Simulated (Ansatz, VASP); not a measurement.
HBr in VASP and in Ansatz

```
CELL_PARAMETERS angstrom
11.70158 0.00000 0.00000
0.00000 12.20158 0.00000
0.00000 0.00000 12.70158
ATOMIC_POSITIONS crystal
Br 0.53322 0.52068 0.45172
H 0.47704 0.49309 0.54829
```

Alike in both runs: task single point; functional revPBE; dispersion D3(BJ); k mesh 1 × 1 × 1; occupations gaussian, width 0.005 eV; no spin polarisation.

|  | VASP | Ansatz |
| --- | --- | --- |
| version | VASP 6.6.1 | Ansatz 0.2.0 |
| potentials or method | VASP PAW PBE potentials, release 64 (Br, H) | scalar-relativistic, plane waves, PAW |
| plane-wave cutoff (eV) | 400 | 420 |
| valence electrons in the cell | 8 | 8 |

Ansatz gave:

| Quantity | Value |
| --- | --- |
| rms of the force components (eV/Å) | 0.001 |

What did VASP give for the same quantities?

rms of the force components (eV/Å): 0.019.

VASP's potentials were made for PBE, not for revPBE. Atom by atom the forces differ by 0.020 eV/Å (rms over components).
